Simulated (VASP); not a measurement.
# ZnO (pbe) (P6_3mc) in VASP: a series of runs

The runs below take ZnO (pbe) through single point, with PBE.

Program: VASP 6.6.1. These are calculated values, not measurements. Logs are shortened: lines on timing, memory, paths and dates and some standing lists are left out, and cuts for length are marked.

**Experimental background.**

From “Electronic structure of alkaline earth and post-transition metal oxides”, 2009, arxiv:0908.1581, for a bulk crystal of ZnO: band gap 3.37 eV.

How close the calculation comes is told below.

## Step 1: The cell of the first run

It takes space group P6_3mc (No. 186, hexagonal). Conventional cell: a = 3.249 Å, b = 3.249 Å, c = 5.204 Å, α = 90.00°, β = 90.00°, γ = 120.00°. Zn (site symmetry 3m) has 4 O at 1.97 to 1.99 Å within 2.6 Å. Within 2.6 Å of O (site symmetry 3m) lie 4 Zn at 1.97 to 1.99 Å.

## Step 2: Single point, PBE

INCAR

```
SYSTEM = ZnO
ALGO = Normal
EDIFF = 1E-6
ENCUT = 520
GGA = PE
ISIF = 2
ISMEAR = 0
LASPH = .True.
LCHARG = .True.
LELF = .True.
LREAL = .False.
LVHAR = .True.
LWAVE = .False.
NBANDS = 26
NELM = 80
PREC = Accurate
SIGMA = 0.1
```

KPOINTS

```
k-points
0
Gamma
  6 6 4
  0 0 0
```

POSCAR

```
ZnO
1.0
    3.2494000000      0.0000000000      0.0000000000
   -1.6247000000      2.8140629500      0.0000000000
    0.0000000000      0.0000000000      5.2038000000
Zn O
2 2
Direct
    0.3333333300      0.6666666700      0.0000000000
    0.6666666700      0.3333333300      0.5000000000
    0.3333333300      0.6666666700      0.3830000000
    0.6666666700      0.3333333300      0.8830000000
```

Potentials or basis: VASP PAW PBE potentials, release 64 (Zn, O).

Command:

```
$ cat potpaw_PBE.64/Zn/POTCAR potpaw_PBE.64/O/POTCAR > POTCAR
$ mpirun -np 1 vasp_std > vasp.out
```

OUTCAR:

```text
SYSTEM = ZnO
   EDIFF = 1E-6
   ENCUT = 520
   GGA = PE
   ISIF = 2
   ISMEAR = 0
   LASPH = .True.
   LREAL = .False.
   NELM = 80
   PREC = Accurate

 ion  position               nearest neighbor table
   1  0.333  0.667  0.000-   4 1.97   4 1.97   4 1.97   3 1.99
   2  0.667  0.333  0.500-   3 1.97   3 1.97   3 1.97   4 1.99
   3  0.333  0.667  0.383-   2 1.97   2 1.97   2 1.97   1 1.99
   4  0.667  0.333  0.883-   1 1.97   1 1.97   1 1.97   2 1.99

  LATTYP: Found a hexagonal cell.
 ALAT       =     3.2494000000
 C/A-ratio  =     1.6014648858

  Lattice vectors:

 A1 = (   3.2494000000,   0.0000000000,   0.0000000000)
 A2 = (  -1.6247000000,   2.8140629500,   0.0000000000)
 A3 = (   0.0000000000,   0.0000000000,   5.2038000000)

Analysis of symmetry for initial positions (statically):
=====================================================================
 Subroutine PRICEL returns:
 Original cell was already a primitive cell.

 Routine SETGRP: Setting up the symmetry group for a
 hexagonal supercell.

 Subroutine GETGRP returns: Found 12 space group operations
 (whereof  6 operations were pure point group operations)
 out of a pool of 24 trial point group operations.

The static configuration has the point symmetry C_3v.
 The point group associated with its full space group is C_6v.

Analysis of symmetry for dynamics (positions and initial velocities):
=====================================================================
 Subroutine PRICEL returns:
 Original cell was already a primitive cell.

 Routine SETGRP: Setting up the symmetry group for a
 hexagonal supercell.

 Subroutine GETGRP returns: Found 12 space group operations
 (whereof  6 operations were pure point group operations)
 out of a pool of 24 trial point group operations.

The dynamic configuration has the point symmetry C_3v.
 The point group associated with its full space group is C_6v.

 Subroutine INISYM returns: Found 12 space group operations
 (whereof  6 operations are pure point group operations),
 and found     1 'primitive' translations

----------------------------------------------------------------------------------------

                                     Primitive cell

  volume of cell :      47.5836

  direct lattice vectors                    reciprocal lattice vectors
     3.249400000  0.000000000  0.000000000     0.307749123  0.177679039  0.000000000
    -1.624700000  2.814062950  0.000000000     0.000000000  0.355358078  0.000000000
     0.000000000  0.000000000  5.203800000     0.000000000  0.000000000  0.192167262

  length of vectors
     3.249400000  3.249400003  5.203800000     0.355358078  0.355358078  0.192167262

  position of ions in fractional coordinates (direct lattice)
     0.333333330  0.666666670  0.000000000
     0.666666670  0.333333330  0.500000000
     0.333333330  0.666666670  0.383000000
     0.666666670  0.333333330  0.883000000

  ion indices of the primitive-cell ions
   primitive index   ion index
                 1           1
                 2           2
                 3           3
                 4           4

----------------------------------------------------------------------------------------

 KPOINTS: k-points

Automatic generation of k-mesh.
 Grid dimensions read from file:
 generate k-points for:    6    6    4

 Generating k-lattice:

  Cartesian coordinates                     Fractional coordinates (reciprocal lattice)
     0.051291520  0.029613173  0.000000000     0.166666667  0.000000000  0.000000000
     0.000000000  0.059226346  0.000000000     0.000000000  0.166666667  0.000000000
     0.000000000  0.000000000  0.048041816     0.000000000  0.000000000  0.250000000

  Length of vectors
     0.059226346  0.059226346  0.048041816

  Shift w.r.t. Gamma in fractional coordinates (k-lattice)
     0.000000000  0.000000000  0.000000000

 Subroutine IBZKPT returns following result:
 ===========================================

 Found     21 irreducible k-points:

 Following reciprocal coordinates:
            Coordinates               Weight
  0.000000  0.000000  0.000000      1.000000
  0.166667  0.000000  0.000000      6.000000
  0.333333  0.000000  0.000000      6.000000
  0.500000  0.000000  0.000000      3.000000
  0.166667  0.166667  0.000000      6.000000
  0.333333  0.166667  0.000000     12.000000
[... 13 lines left out ...]
  0.333333  0.166667  0.500000     12.000000
  0.333333  0.333333  0.500000      2.000000
   k-points           NKPTS =     21   k-points in BZ     NKDIM =     21   number of bands    NBANDS=     26
   number of dos      NEDOS =    301   number of ions     NIONS =      4
   total plane-waves  NPLWV =  23040
   dimension x,y,z NGX =    24 NGY =   24 NGZ =   40
   dimension x,y,z NGXF=    48 NGYF=   48 NGZF=   80
   ions per type =               2   2
   NGX,Y,Z   is equivalent  to a cutoff of  12.28, 12.28, 12.78 a.u.
   NGXF,Y,Z  is equivalent  to a cutoff of  24.56, 24.56, 25.56 a.u.
 SYSTEM =  ZnO
   PREC   = accura    normal or accurate (medium, high low for compatibility)
   ISTART =      0    job   : 0-new  1-cont  2-samecut
   ICHARG =      2    charge: 1-file 2-atom 10-const
   ISPIN  =      1    spin polarized calculation?
   LNONCOLLINEAR =      F non collinear calculations
   LSORBIT =      F    spin-orbit coupling
   LASPH  =      T    aspherical Exc in radial PAW
   ENCUT  =  520.0 eV  38.22 Ry    6.18 a.u.   6.04  6.04  9.68*2*pi/ulx,y,z
   NELM   =     80;   NELMIN=  2; NELMDL= -5     # of ELM steps
   EDIFF  = 0.1E-05   stopping-criterion for ELM
   LREAL  =      F    real-space projection
   EDIFFG = 0.1E-04   stopping-criterion for IOM
   NSW    =      0    number of steps for IOM
   IBRION =     -1    ionic relax: 0-MD 1-quasi-New 2-CG
   NFREE  =      0    steps in history (QN), initial steepest desc. (CG)
   ISIF   =      2    stress and relaxation
   ISYM   =      2    0-nonsym 1-usesym 2-fastsym
   POTIM  = 0.5000    time-step for ionic-motion
   TEBEG  =    0.0;   TEEND  =   0.0 temperature during run
   PSTRESS=    0.0 pullay stress
   NELECT =      36.0000    total number of electrons
   NUPDOWN=      -1.0000    fix difference up-down
   EMIN   =  10.00;   EMAX   =-10.00  energy-range for DOS
   EFERMI =   0.00;   METHOD = LEGACY
   ISMEAR =     0;   SIGMA  =   0.10  broadening in eV -4-tet -1-fermi 0-gaus
   EFERMI_NEDOS =   21; number of points for ismear=-14 and -15
   IALGO  =     38    algorithm
   IMIX   =      4    mixing-type and parameters
     AMIX     =   0.40;   BMIX     =  1.00
     AMIX_MAG =   1.60;   BMIX_MAG =  1.00
  volume/ion in A,a.u.               =      11.90        80.28
  Fermi-wavevector in a.u.,A,eV,Ry     =   1.491729  2.818958 30.276420  2.225254
  Thomas-Fermi vector in A             =   2.604347
   LORBIT       =      0    0 simple, 1 ext, 2 COOP (PROOUT), +10 PAW based schemes
   GGA     = PE    functional components
   LHFCALC =     F    Hartree Fock is set to
   AEXX    =    0.0000 exact exchange contribution
   IVDW    =     0    specifies the selected vdW correction
   LEPSILON=     F    determine dielectric tensor
   LRPA    =     F    only Hartree local field effects (RPA)
 non-spin polarized calculation
 Gauss-broadening in eV      SIGMA  =   0.10
  energy-cutoff  :      520.00
  volume of cell :       47.58
 maximum number of plane-waves:      1302
   NGX = 13   NGY = 13   NGZ = 19

 number of electron      36.0000016 magnetization

 Free energy of the ion-electron system (eV)
  ---------------------------------------------------
  ext. energy  EPLUGINS =         0.00000000
  ---------------------------------------------------
  free energy    TOTEN  =       -17.81966181 eV

  energy without entropy =      -17.81966181  energy(sigma->0) =      -17.81966181

 E-fermi :   1.6105     XC(G=0): -10.9122

 val. band max:        1.2117009322   @ k =   0.0000   0.0000   0.0000
 cond. band min:       2.0001214549   @ k =   0.0000   0.0000   0.0000
 fundamental gap:      0.7884205226
 Fermi energy:         1.6104509619

 k-point     1 :       0.0000    0.0000    0.0000
  band No.  band energies     occupation
      1     -16.8848      2.00000
      2     -16.1560      2.00000
      3      -4.5027      2.00000
      4      -4.5027      2.00000
      5      -4.4019      2.00000
      6      -4.3966      2.00000
[... 18 lines left out ...]
     25      15.3156      0.00000
     26      15.3156      0.00000

 k-point     2 :       0.1667    0.0000    0.0000
  band No.  band energies     occupation
      1     -16.7386      2.00000
      2     -16.0940      2.00000
      3      -4.6511      2.00000
      4      -4.4162      2.00000
      5      -4.3752      2.00000
      6      -4.2957      2.00000
[... 18 lines left out ...]
     25      15.2696      0.00000
     26      15.5427      0.00000

 k-point     3 :       0.3333    0.0000    0.0000
  band No.  band energies     occupation
      1     -16.4094      2.00000
      2     -15.9912      2.00000
      3      -4.8012      2.00000
      4      -4.4486      2.00000
      5      -4.2721      2.00000
      6      -4.0607      2.00000
[... 18 lines left out ...]
     25      14.6673      0.00000
     26      15.3027      0.00000

 k-point     4 :       0.5000    0.0000    0.0000
  band No.  band energies     occupation
      1     -16.2000      2.00000
      2     -15.9762      2.00000
      3      -4.7184      2.00000
      4      -4.5393      2.00000
      5      -4.2229      2.00000
      6      -3.8538      2.00000
[... 18 lines left out ...]
     25      14.4851      0.00000
     26      15.4432      0.00000
[... 409 lines left out ...]
      1     -16.2537      2.00000
      2     -16.2537      2.00000
      3      -4.8267      2.00000
      4      -4.8267      2.00000
      5      -4.2722      2.00000
      6      -4.2722      2.00000
[... 18 lines left out ...]
     25      14.6744      0.00000
     26      14.6744      0.00000

 k-point    20 :       0.3333    0.1667    0.5000
  band No.  band energies     occupation
      1     -16.0808      2.00000
      2     -16.0808      2.00000
      3      -4.7648      2.00000
      4      -4.7648      2.00000
      5      -4.1327      2.00000
      6      -4.1327      2.00000
[... 18 lines left out ...]
     25      15.4192      0.00000
     26      15.4192      0.00000

 k-point    21 :       0.3333    0.3333    0.5000
  band No.  band energies     occupation
      1     -16.0241      2.00000
      2     -16.0241      2.00000
      3      -4.5115      2.00000
      4      -4.5115      2.00000
      5      -4.2689      2.00000
      6      -4.2689      2.00000
[... 18 lines left out ...]
     25      16.9545      0.00000
     26      16.9546      0.00000

------------------------ aborting loop because EDIFF is reached ----------------------------------------

  FORCE on cell =-STRESS in cart. coord.  units (eV):
  Direction    XX          YY          ZZ          XY          YZ          ZX
  --------------------------------------------------------------------------------------
  -------------------------------------------------------------------------------------
  Total        1.8137522      1.8137522      1.7514274      0.0000000     -0.0000000      0.0000000
  in kB       61.0704257     61.0704258     58.9719044      0.0000000     -0.0000000      0.0000000
  external PRESSURE =      60.3709186 kB  Pullay stress =       0.0000000 kB

 VOLUME and BASIS-vectors are now :
 -----------------------------------------------------------------------------
  energy-cutoff  :      520.00
  volume of cell :       47.58
      direct lattice vectors                 reciprocal lattice vectors
     3.249400000  0.000000000  0.000000000     0.307749123  0.177679039  0.000000000
    -1.624700000  2.814062950  0.000000000     0.000000000  0.355358078  0.000000000
     0.000000000  0.000000000  5.203800000     0.000000000  0.000000000  0.192167262

 POSITION                                       TOTAL-FORCE (eV/Angst)
 -----------------------------------------------------------------------------------
     -0.00000      1.87604      0.00000        -0.000000      0.000000      0.062782
      1.62470      0.93802      2.60190         0.000000     -0.000000      0.062782
     -0.00000      1.87604      1.99306        -0.000000     -0.000000     -0.062782
      1.62470      0.93802      4.59496         0.000000      0.000000     -0.062782
 -----------------------------------------------------------------------------------
    total drift:                               -0.000016      0.000009     -0.000061

  FREE ENERGIE OF THE ION-ELECTRON SYSTEM (eV)
  ---------------------------------------------------
  free  energy   TOTEN  =       -17.8196618128 eV

  energy  without entropy=      -17.8196618126  energy(sigma->0) =      -17.81966181
```

Wall time 24 s (1 thread of Intel Xeon Platinum 8375C at 2.90GHz (Ice Lake), shared host); peak memory 0.17 GiB.

What came out:

| Item | Value |
| --- | --- |
| Free energy | -17.8197 eV |
| Pressure | 6.0 GPa |
| Largest force | 0.063 eV/Å |
| Band gap on the k mesh | 0.79 eV, direct |

Forces in eV/Å, atoms in the order of the input:
```
Zn   0.000  0.000  0.063
Zn   0.000  0.000  0.063
O    0.000  0.000 -0.063
O    0.000  0.000 -0.063
```

Levels at points of the mesh, in eV from the valence-band top:
```csv
k point,band 16,band 17,band 18,band 19,band 20,band 21
"(0.00, 0.00, 0.00)",-0.10,0.00,0.00,0.79,5.18,8.24
"(0.50, 0.00, 0.00)",-2.27,-1.27,-0.87,5.77,6.86,7.64
"(0.00, 0.00, 0.50)",-0.39,-0.39,-0.39,3.46,3.46,10.08
"(0.50, 0.00, 0.50)",-1.53,-1.34,-1.34,5.72,5.72,8.43
```

[end of part 1 of 2]
